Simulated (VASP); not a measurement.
AgCl (Chlorargyrite), 2 atoms in the cell. It takes space group Fm-3m (No. 225, cubic). Conventional cell: a = 5.506 Å, b = 5.506 Å, c = 5.506 Å, α = 90.00°, β = 90.00°, γ = 90.00°. Ag (site symmetry m-3m) has 6 Cl at 2.75 Å within 3.6 Å. Cl (site symmetry m-3m) has 6 Ag at 2.75 Å within 3.6 Å. 

- Program: VASP 6.6.1
- Task: single point
- Functional: LDA
- Potentials or basis: VASP PAW LDA potentials, release 64 (Ag, Cl)
- Cutoff: 520 eV
- k mesh: 7 × 7 × 7
- Occupations: fermi-dirac, width 0.05 eV
- Spin: no spin polarisation
- Dipole correction: no
- Further INCAR settings: ALGO = Normal; EDIFF = 1e-06; NBANDS = 16

Potentials or basis: VASP PAW LDA potentials, release 64 (Ag, Cl).

The run is started by

```console
$ cat potpaw_LDA.64/Ag/POTCAR potpaw_LDA.64/Cl/POTCAR > POTCAR
$ mpirun -np 1 vasp_std > vasp.out
```

Hardware: 1 thread of Intel(R) Xeon(R) Platinum 8375C CPU @ 2.90GHz (Ice Lake), on a shared host.

How long does it take, and how much memory?

Run time: 11 s on 1 thread of Intel(R) Xeon(R) Platinum 8375C CPU @ 2.90GHz (Ice Lake), with other jobs on the host, peak memory 0.15 GiB. Counts: scf iterations 11, k points 20.
